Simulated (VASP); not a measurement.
Set up this calculation in VASP 6.6.1, as the native input.

```
Task                   : single point
Functional             : r2SCAN
Potentials or basis    : VASP PAW PBE potentials, release 64 (Rh_pv)
Cutoff                 : 520 eV
k mesh                 : 10 × 10 × 3
Occupations            : methfessel-paxton, width 0.1 eV
Spin                   : no spin polarisation
Dipole correction      : no
Further INCAR settings : ALGO = Normal; EDIFF = 1e-07; NBANDS = 38
```

Rh:

```
Rh
1.0
     2.69174    0.00000    0.00000
    -1.34587    2.33112    0.00000
     0.00000    0.00000    8.79807
Rh
4
Direct
  0.00000 0.00000 0.00000
  0.33333 0.66667 0.25000
  0.00000 0.00000 0.50000
  0.66667 0.33333 0.75000
```

This isn't the form of Rh at room conditions, which is fcc.

These files were run (other wordings do the same):

POSCAR

```
Rh
1.0
    2.6917400000      0.0000000000      0.0000000000
   -1.3458700000      2.3311200000      0.0000000000
    0.0000000000      0.0000000000      8.7980700000
Rh
4
Direct
    0.0000000000      0.0000000000      0.0000000000
    0.3333333333      0.6666666667      0.2500000000
    0.0000000000      0.0000000000      0.5000000000
    0.6666666667      0.3333333333      0.7500000000
```

INCAR.step1

```
ALGO = Normal
EDIFF = 1E-4
ENCUT = 520
GGA = PE
ISMEAR = 1
LASPH = True
LCHARG = False
LREAL = False
LWAVE = True
NBANDS = 38
NELM = 100
PREC = Accurate
SIGMA = 0.1
```

INCAR.step2

```
ALGO = Normal
EDIFF = 1E-7
ENCUT = 520
ISIF = 2
ISMEAR = 1
ISTART = 1
LASPH = True
LCHARG = False
LMIXTAU = True
LREAL = False
LWAVE = False
METAGGA = R2SCAN
NBANDS = 38
NELM = 100
PREC = Accurate
SIGMA = 0.1
```

KPOINTS

```
k-points
0
Gamma
  10 10 3
```

Potentials or basis: VASP PAW PBE potentials, release 64 (Rh_pv).

Command:

```console
$ cat potpaw_PBE.64/Rh_pv/POTCAR > POTCAR
$ cp INCAR.step1 INCAR
$ mpirun -np 1 vasp_std > vasp.out
$ cp INCAR.step2 INCAR
$ mpirun -np 1 vasp_std > vasp.out
```

It gave:

```
Pressure               : -0.3 GPa
Band gap on the k mesh : zero (bands 30 and 31 overlap by 1.93 eV)
```

Caveat: the PAW data sets were made with another functional, which shifts forces and pressure a little.

It took 2.6 min on 1 thread of Intel(R) Xeon(R) 6975P-C (Granite Rapids) (shared host), peak memory 0.19 GiB.
